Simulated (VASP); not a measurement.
# Ta (Im-3m) in VASP: further runs

Ta is run at these levels: LDA; tasks: single point.

Program: VASP 6.6.1. These are calculated values, not measurements. Logs are shortened: lines on timing, memory, paths and dates and some standing lists are left out, and cuts for length are marked.

### Step 1. The cell of the first run

The structure is cubic, space group Im-3m (No. 229). The conventional cell has a = 2.804 Å, b = 2.804 Å, c = 2.804 Å, α = 90.00°, β = 90.00°, γ = 90.00°. Ta (site symmetry m-3m) has 14 Ta at 2.43 to 2.80 Å within 3.2 Å.

### Step 2. Single point, LDA (11.02 Å³/atom)

The input, INCAR:

```
SYSTEM = Ta
ALGO = Normal ; EDIFF = 1E-6
ENCUT = 520 ; ISIF = 2
ISMEAR = -1 ; LASPH = .TRUE.
LCHARG = .TRUE. ; LELF = .TRUE.
LREAL = .FALSE. ; LVHAR = .TRUE.
LWAVE = .FALSE. ; NBANDS = 12
NELM = 60 ; PREC = Accurate
SIGMA = 0.08
```

The input, KPOINTS:

```
k-points
0
G
  18 18 18
  0 0 0
```

The input, POSCAR:

```
Ta
1.0
   -1.4017700717      1.4017700717      1.4017700717
    1.4017700717     -1.4017700717      1.4017700717
    1.4017700717      1.4017700717     -1.4017700717
Ta
1
Direct
    0.0000000000      0.0000000000      0.0000000000
```

Potentials or basis: VASP PAW LDA potentials, release 64 (Ta_pv).

Command:

```
$ cat potpaw_LDA.64/Ta_pv/POTCAR > POTCAR
$ mpirun -np 1 vasp_std > vasp.out
```

OUTCAR:

```text
SYSTEM = Ta
   EDIFF = 1E-6
   ENCUT = 520
   ISIF = 2
   ISMEAR = -1
   LASPH = .TRUE.
   LREAL = .FALSE.
   NELM = 60
   PREC = Accurate

 ion  position               nearest neighbor table
   1  0.000  0.000  0.000-

  LATTYP: Found a body centered cubic cell.
 ALAT       =     2.8035401434

  Lattice vectors:

 A1 = (  -1.4017700717,   1.4017700717,   1.4017700717)
 A2 = (   1.4017700717,  -1.4017700717,   1.4017700717)
 A3 = (   1.4017700717,   1.4017700717,  -1.4017700717)

Analysis of symmetry for initial positions (statically):
=====================================================================
 Subroutine PRICEL returns:
 Original cell was already a primitive cell.

 Routine SETGRP: Setting up the symmetry group for a
 body centered cubic supercell.

 Subroutine GETGRP returns: Found 48 space group operations
 (whereof 48 operations were pure point group operations)
 out of a pool of 48 trial point group operations.

The static configuration has the point symmetry O_h .

Analysis of symmetry for dynamics (positions and initial velocities):
=====================================================================
 Subroutine PRICEL returns:
 Original cell was already a primitive cell.

 Routine SETGRP: Setting up the symmetry group for a
 body centered cubic supercell.

 Subroutine GETGRP returns: Found 48 space group operations
 (whereof 48 operations were pure point group operations)
 out of a pool of 48 trial point group operations.

The dynamic configuration has the point symmetry O_h .

 Subroutine INISYM returns: Found 48 space group operations
 (whereof 48 operations are pure point group operations),
 and found     1 'primitive' translations

----------------------------------------------------------------------------------------

                                     Primitive cell

  volume of cell :      11.0177

  direct lattice vectors                    reciprocal lattice vectors
    -1.401770072  1.401770072  1.401770072     0.000000000  0.356691878  0.356691878
     1.401770072 -1.401770072  1.401770072     0.356691878  0.000000000  0.356691878
     1.401770072  1.401770072 -1.401770072     0.356691878  0.356691878  0.000000000

  length of vectors
     2.427936985  2.427936985  2.427936985     0.504438492  0.504438492  0.504438492

  position of ions in fractional coordinates (direct lattice)
     0.000000000  0.000000000  0.000000000

  ion indices of the primitive-cell ions
   primitive index   ion index
                 1           1

----------------------------------------------------------------------------------------

 KPOINTS: k-points

Automatic generation of k-mesh.
 Grid dimensions read from file:
 generate k-points for:   18   18   18

 Generating k-lattice:

  Cartesian coordinates                     Fractional coordinates (reciprocal lattice)
     0.000000000  0.019816215  0.019816215     0.055555556  0.000000000  0.000000000
     0.019816215  0.000000000  0.019816215     0.000000000  0.055555556  0.000000000
     0.019816215  0.019816215  0.000000000     0.000000000  0.000000000  0.055555556

  Length of vectors
     0.028024361  0.028024361  0.028024361

  Shift w.r.t. Gamma in fractional coordinates (k-lattice)
     0.000000000  0.000000000  0.000000000

 Subroutine IBZKPT returns following result:
 ===========================================

 Found    195 irreducible k-points:

 Following reciprocal coordinates:
            Coordinates               Weight
  0.000000  0.000000  0.000000      1.000000
  0.055556  0.000000  0.000000     12.000000
  0.111111  0.000000  0.000000     12.000000
  0.166667  0.000000  0.000000     12.000000
  0.222222  0.000000  0.000000     12.000000
  0.277778  0.000000  0.000000     12.000000
[... 16 lines left out ...]
  0.333333  0.111111  0.000000     48.000000
  0.388889  0.111111  0.000000     48.000000
 [... further k-points ...]
   k-points           NKPTS =    195   k-points in BZ     NKDIM =    195   number of bands    NBANDS=     12
   number of dos      NEDOS =    301   number of ions     NIONS =      1
   total plane-waves  NPLWV =   5832
   dimension x,y,z NGX =    18 NGY =   18 NGZ =   18
   dimension x,y,z NGXF=    36 NGYF=   36 NGZF=   36
   ions per type =               1
   NGX,Y,Z   is equivalent  to a cutoff of  12.32, 12.32, 12.32 a.u.
   NGXF,Y,Z  is equivalent  to a cutoff of  24.65, 24.65, 24.65 a.u.
 SYSTEM =  Ta
   PREC   = accura    normal or accurate (medium, high low for compatibility)
   ISTART =      0    job   : 0-new  1-cont  2-samecut
   ICHARG =      2    charge: 1-file 2-atom 10-const
   ISPIN  =      1    spin polarized calculation?
   LNONCOLLINEAR =      F non collinear calculations
   LSORBIT =      F    spin-orbit coupling
   LASPH  =      T    aspherical Exc in radial PAW
   ENCUT  =  520.0 eV  38.22 Ry    6.18 a.u.   4.51  4.51  4.51*2*pi/ulx,y,z
   NELM   =     60;   NELMIN=  2; NELMDL= -5     # of ELM steps
   EDIFF  = 0.1E-05   stopping-criterion for ELM
   LREAL  =      F    real-space projection
   EDIFFG = 0.1E-04   stopping-criterion for IOM
   NSW    =      0    number of steps for IOM
   IBRION =     -1    ionic relax: 0-MD 1-quasi-New 2-CG
   NFREE  =      0    steps in history (QN), initial steepest desc. (CG)
   ISIF   =      2    stress and relaxation
   ISYM   =      2    0-nonsym 1-usesym 2-fastsym
   POTIM  = 0.5000    time-step for ionic-motion
   TEBEG  =    0.0;   TEEND  =   0.0 temperature during run
   PSTRESS=    0.0 pullay stress
   NELECT =      11.0000    total number of electrons
   NUPDOWN=      -1.0000    fix difference up-down
   EMIN   =  10.00;   EMAX   =-10.00  energy-range for DOS
   EFERMI =   0.00;   METHOD = LEGACY
   ISMEAR =    -1;   SIGMA  =   0.08  broadening in eV -4-tet -1-fermi 0-gaus
   EFERMI_NEDOS =   21; number of points for ismear=-14 and -15
   IALGO  =     38    algorithm
   IMIX   =      4    mixing-type and parameters
     AMIX     =   0.40;   BMIX     =  1.00
     AMIX_MAG =   1.60;   BMIX_MAG =  1.00
  volume/ion in A,a.u.               =      11.02        74.35
  Fermi-wavevector in a.u.,A,eV,Ry     =   1.636222  3.092012 36.425831  2.677223
  Thomas-Fermi vector in A             =   2.727565
   LORBIT       =      0    0 simple, 1 ext, 2 COOP (PROOUT), +10 PAW based schemes
   GGA     = CA    functional components
   LHFCALC =     F    Hartree Fock is set to
   AEXX    =    0.0000 exact exchange contribution
   IVDW    =     0    specifies the selected vdW correction
   LEPSILON=     F    determine dielectric tensor
   LRPA    =     F    only Hartree local field effects (RPA)
 non-spin polarized calculation
  energy-cutoff  :      520.00
  volume of cell :       11.02
 maximum number of plane-waves:       321
   NGX =  9   NGY =  9   NGZ =  9

 number of electron      11.0000003 magnetization

 Free energy of the ion-electron system (eV)
  ---------------------------------------------------
  ext. energy  EPLUGINS =         0.00000000
  ---------------------------------------------------
  free energy    TOTEN  =        -9.72076759 eV

  energy without entropy =       -9.70844299  energy(sigma->0) =       -9.71460529

 E-fermi :  10.6607     XC(G=0): -15.4953

 val. band max:       10.6469805231   @ k =  -0.4444   0.4444   0.2222
 cond. band min:      10.6664963333   @ k =  -0.2778   0.3333   0.1667
 fundamental gap:      0.0195158102
 Fermi energy:        10.6606803202

 k-point     1 :       0.0000    0.0000    0.0000
  band No.  band energies     occupation
      1     -20.5755      2.00000
      2     -20.5755      2.00000
      3     -20.5755      2.00000
      4       1.3295      2.00000
      5      10.5432      1.62580
      6      10.5432      1.62580
      7      10.5432      1.62580
      8      15.8470      0.00000
      9      15.8470      0.00000
     10      25.3258      0.00000
     11      27.7487      0.00000
     12      27.7487      0.00000

 k-point     2 :       0.0556    0.0000    0.0000
  band No.  band energies     occupation
      1     -20.7688      2.00000
      2     -20.6270      2.00000
      3     -20.5789      2.00000
      4       1.6118      2.00000
      5      10.3631      1.95264
      6      10.5057      1.74816
      7      10.8055      0.28134
      8      15.5028      0.00000
      9      15.8331      0.00000
     10      25.3258      0.00000
     11      28.0110      0.00000
     12      28.1594      0.00000

 k-point     3 :       0.1111    0.0000    0.0000
  band No.  band energies     occupation
      1     -21.3028      2.00000
      2     -20.7731      2.00000
      3     -20.5887      2.00000
      4       2.3771      2.00000
      5       9.8778      1.99989
      6      10.3456      1.96178
      7      11.5803      0.00002
      8      14.8765      0.00000
      9      15.8165      0.00000
     10      25.3252      0.00000
     11      28.7287      0.00000
     12      29.3358      0.00000
[... 286 lines left out ...]
 k-point    23 :       0.3333    0.1111    0.0000
  band No.  band energies     occupation
      1     -24.9829      2.00000
      2     -22.1471      2.00000
      3     -20.9066      2.00000
      4       4.2500      2.00000
      5       7.0838      2.00000
      6      12.4379      0.00000
      7      15.9963      0.00000
      8      18.1595      0.00000
      9      22.3327      0.00000
     10      25.3127      0.00000
     11      27.6200      0.00000
     12      32.7750      0.00000

 k-point    24 :       0.3889    0.1111    0.0000
  band No.  band energies     occupation
      1     -25.2933      2.00000
      2     -22.2982      2.00000
      3     -20.9217      2.00000
      4       3.9302      2.00000
      5       6.8649      2.00000
      6      13.6264      0.00000
      7      16.1460      0.00000
      8      18.8235      0.00000
      9      24.1518      0.00000
     10      25.3083      0.00000
     11      26.8442      0.00000
     12      31.6810      0.00000

 [... further k-points ...]

------------------------ aborting loop because EDIFF is reached ----------------------------------------

  FORCE on cell =-STRESS in cart. coord.  units (eV):
  Direction    XX          YY          ZZ          XY          YZ          ZX
  --------------------------------------------------------------------------------------
  -------------------------------------------------------------------------------------
  Total       15.8378518     15.8378518     15.8378518      0.0000000      0.0000000      0.0000000
  in kB     2303.1197225   2303.1197225   2303.1197225      0.0000000      0.0000000      0.0000000
  external PRESSURE =    2303.1197225 kB  Pullay stress =       0.0000000 kB

 VOLUME and BASIS-vectors are now :
 -----------------------------------------------------------------------------
  energy-cutoff  :      520.00
  volume of cell :       11.02
      direct lattice vectors                 reciprocal lattice vectors
    -1.401770072  1.401770072  1.401770072     0.000000000  0.356691878  0.356691878
     1.401770072 -1.401770072  1.401770072     0.356691878  0.000000000  0.356691878
     1.401770072  1.401770072 -1.401770072     0.356691878  0.356691878  0.000000000

 POSITION                                       TOTAL-FORCE (eV/Angst)
 -----------------------------------------------------------------------------------
      0.00000      0.00000      0.00000         0.000000      0.000000     -0.000000
 -----------------------------------------------------------------------------------
    total drift:                                0.000000      0.000000      0.000000

  FREE ENERGIE OF THE ION-ELECTRON SYSTEM (eV)
  ---------------------------------------------------
  free  energy   TOTEN  =        -9.7207675860 eV

  energy  without entropy=       -9.7084429947  energy(sigma->0) =       -9.71460529
```

Wall time 11 s (1 thread of Intel Xeon 6975P-C (Granite Rapids), shared host); peak memory 0.13 GiB.

Results:

| Item | Value |
| --- | --- |
| Free energy | -9.7208 eV |
| Pressure | 230.3 GPa |
| Band gap on the k mesh | zero (an odd number of electrons rules out a gap without spin polarisation) |

Caveat: the cell stands under pressure; spin-orbit coupling is left out, which moves the levels of the heavy elements.

### Step 3. Single point, LDA (11.02 Å³/atom)

The input, INCAR:

```
ALGO = Normal
EDIFF = 1E-6
ENCUT = 520
GGA = CA
ISIF = 2
ISMEAR = -1
LASPH = True
LCHARG = True
LELF = True
LREAL = False
LVHAR = True
LWAVE = False
NBANDS = 12
NELM = 60
PREC = Accurate
SIGMA = 0.08
```

The input, KPOINTS:

```
k-points
0
Gamma
  18 18 18
```

POSCAR is that of step 2.

Potentials or basis: VASP PAW LDA potentials, release 64 (Ta_pv).

Command:

```
$ cat potpaw_LDA.64/Ta_pv/POTCAR > POTCAR
$ mpirun -np 1 vasp_std > vasp.out
```

Run time: 9.8 s. Hardware: 1 thread of Intel Xeon 6975P-C (Granite Rapids), shared host; peak memory 0.13 GiB.

Results (log left out):

```
Free energy            : -9.7208 eV
Pressure               : 230.3 GPa
Band gap on the k mesh : zero (an odd number of electrons rules out a gap without spin polarisation)
```

Levels at points of the mesh, in eV from the Fermi level:
```tsv
k point	band 3	band 4	band 5	band 6	band 7	band 8	band 9	band 10
(0.00, 0.00, 0.00)	-31.24	-9.33	-0.12	-0.12	-0.12	5.19	5.19	14.67
(0.50, 0.00, 0.00)	-31.35	-7.61	-4.23	5.69	5.80	7.44	13.44	14.15
(0.50, 0.50, 0.50)	-34.53	-8.35	-8.35	11.28	11.28	11.28	14.65	14.73
```

Caveat: the cell stands under pressure; spin-orbit coupling is left out, which moves the levels of the heavy elements.

### Step 4. Single point, LDA (12.39 Å³/atom)

This run uses another cell than the first one, of 12.39 Å³/atom.

The input, INCAR:

```
SYSTEM = Ta
PREC = Accurate
ENCUT = 520
EDIFF = 1E-7
ISMEAR = -1
SIGMA = 0.08
LREAL = .False.
LASPH = .True.
NELM = 80
ALGO = Normal
ISIF = 2
LWAVE = .False.
LCHARG = .False.
NBANDS = 12
```

The input, KPOINTS:

```
regular mesh
0
Gamma
  18 18 18
  0 0 0
```

The input, POSCAR:

```
Ta
1.0
   -1.4578996248      1.4578996248      1.4578996248
    1.4578996248     -1.4578996248      1.4578996248
    1.4578996248      1.4578996248     -1.4578996248
Ta
1
Direct
    0.0000000000      0.0000000000      0.0000000000
```

Command:

```
$ cat potpaw_LDA.64/Ta_pv/POTCAR > POTCAR
$ mpirun -np 1 vasp_std > vasp.out
```

Run time: 13 s. Hardware: 1 thread of Intel Xeon 6975P-C (Granite Rapids), shared host; peak memory 0.15 GiB.

Results (log left out):

* Free energy: -11.2536 eV
* Pressure: 134.6 GPa
* Band gap on the k mesh: zero (an odd number of electrons rules out a gap without spin polarisation)

Levels at points of the mesh, in eV from the Fermi level:
| k point | band 1 | band 2 | band 3 | band 4 | band 5 | band 6 | band 7 | band 8 | band 9 | band 10 |
| --- | --- | --- | --- | --- | --- | --- | --- | --- | --- | --- |
| (0.00, 0.00, 0.00) | -31.55 | -31.55 | -31.55 | -9.09 | 0.26 | 0.26 | 0.26 | 5.02 | 5.02 | 14.63 |
| (0.50, 0.00, 0.00) | -35.22 | -32.67 | -31.62 | -6.60 | -3.33 | 4.40 | 5.37 | 6.85 | 11.93 | 13.68 |
| (0.50, 0.50, 0.50) | -33.99 | -33.99 | -33.99 | -6.91 | -6.91 | 10.14 | 10.14 | 10.14 | 13.00 | 13.00 |

Caveat: the cell stands under pressure; spin-orbit coupling is left out, which moves the levels of the heavy elements.
